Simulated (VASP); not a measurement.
Runs of VASP 6.6.1 on Br. The structure is that of space group Fd-3m (No. 227), or close to it. The cells are those of the table. 

```tsv
cell	gap on the mesh (eV)	pressure (GPa)
a = 3.800 Å, angles 60.0°, 2 atoms	none	70.9
a = 4.698 Å, angles 60.0°, 2 atoms	none	(a)
a = 4.063 Å, angles 60.0°, 2 atoms	none	35.6
a = 4.875 Å, angles 60.0°, 2 atoms	none	0.9
```

Alike in all rows: task single point; level PBE; potentials or basis VASP PAW PBE potentials, release 64 (Br); no spin polarisation; k mesh 11 × 11 × 11; cutoff (eV) 520; smearing fermi-dirac 0.08 eV.

**Question.** Fill in the values left out.

**Answer.** (a) 3.7.

Caveats: the cell stands under pressure (at least some runs).

A k mesh can miss the band edges, and the runs leave out spin-orbit coupling on Br.

A gap of «none» marks levels without a gap at the run's occupations.
